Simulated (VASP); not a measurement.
A run of VASP 6.6.1:

Contents of INCAR:

```
SYSTEM = Al
PREC     = Accurate       ! precision mode
ENCUT    = 600            ! plane-wave cutoff, eV
EDIFF    = 1E-6           ! SCF threshold, eV
ISMEAR   = 0              ! smearing method
SIGMA    = 0.1            ! smearing width, eV
LREAL    = .False.        ! projectors in reciprocal space
LASPH    = .True.         ! aspherical terms in the spheres
NELM     = 100            ! most SCF steps
ALGO     = Normal         ! electronic algorithm
ISIF     = 3              ! what is computed and relaxed
LWAVE    = .False.        ! write WAVECAR
LCHARG   = .False.        ! write CHGCAR
GGA      = PE             ! functional
IBRION   = 2              ! ionic algorithm
NSW      = 100            ! ionic steps
EDIFFG   = -0.01          ! ionic threshold
```

The input KPOINTS:

```
Automatic mesh
0
Gamma
  20 20 20
  0 0 0
```

The input POSCAR:

```
Al
1.0
    2.7630160418      0.0000000000      0.0000000000
    0.0000000000      2.7630160418      0.0000000000
    0.0000000000      0.0000000000      2.6608551303
Al
1
Direct
    0.5000000000      0.5000000000      0.5000000000
```

Potentials or basis: VASP PAW PBE potentials, release 64 (Al).

Launch:

```bash
$ cat potpaw_PBE.64/Al/POTCAR > POTCAR
$ mpirun -np 1 vasp_std > vasp.out
```

Hardware: 1 thread of Intel(R) Xeon(R) Platinum 8259CL CPU @ 2.50GHz (Skylake/Cascade Lake) (shared host).

**Question.** How long does it take, and how much memory?

**Answer.** Wall time 71 s on 1 thread of Intel(R) Xeon(R) Platinum 8259CL CPU @ 2.50GHz (Skylake/Cascade Lake) (shared host), peak memory 0.21 GiB. Counts: scf iterations 24, k points 726, ion steps 5.
